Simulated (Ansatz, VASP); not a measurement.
**Sn: VASP beside Ansatz**

```
Sn
1.0
     0.00000    2.41114    2.41114
     2.41114    0.00000    2.41114
     2.41114    2.41114    0.00000
Sn
1
Cartesian
  0.0000 0.0000 0.0000
```

Alike in both runs: task single point; functional PBE; k mesh 18 × 18 × 18; occupations fermi-dirac, width 0.1 eV; no spin polarisation.

|  | VASP | Ansatz |
| --- | --- | --- |
| version | VASP 6.6.1 | Ansatz 0.2.0 |
| potentials or method | VASP PAW PBE potentials, release 64 (Sn_d), cutoff 520 eV | plane waves (420 eV) with PAW, scalar-relativistic |
| valence electrons in the cell | 14 | 14 |

```csv
,VASP,Ansatz,Ansatz less VASP
pressure (GPa),-0.1,0.0,+0.04
```

With one functional, cell and mesh, what is left measures potentials, basis and numerics.
